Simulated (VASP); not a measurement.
Ta16C (a cell with a defect), 17 atoms in the cell. The cell holds a defect, 17 atoms: a = 6.620 Å, b = 6.620 Å, c = 6.620 Å, α = 90.00°, β = 90.00°, γ = 90.00°. 

| Property | Result |
| --- | --- |
| Program | VASP 6.6.1 |
| Task | single point |
| Functional | PBE |
| Dispersion | D3(BJ) |
| Potentials or basis | VASP PAW PBE potentials, release 64 (Ta_pv, C) |
| Cutoff | 520 eV |
| k mesh | 3 × 3 × 3 |
| Occupations | gaussian, width 0.05 eV |
| Spin | no spin polarisation |
| Dipole correction | no |
| Further INCAR settings | LREAL = Auto; ALGO = Normal; EDIFF = 1e-06; NBANDS = 104 |

Potentials or basis: VASP PAW PBE potentials, release 64 (Ta_pv, C).

Launch:

```bash
$ cat potpaw_PBE.64/Ta_pv/POTCAR potpaw_PBE.64/C/POTCAR > POTCAR
$ mpirun -np 1 vasp_std > vasp.out
```

Hardware: 1 thread of Intel(R) Xeon(R) 6975P-C (Granite Rapids), with other jobs on the host.

Question: Estimate the wall time of this run.

Answer: Run time: 5.4 min on 1 thread of Intel(R) Xeon(R) 6975P-C (Granite Rapids), on a shared host, peak memory 0.46 GiB. Counts: scf iterations 18, k points 10.
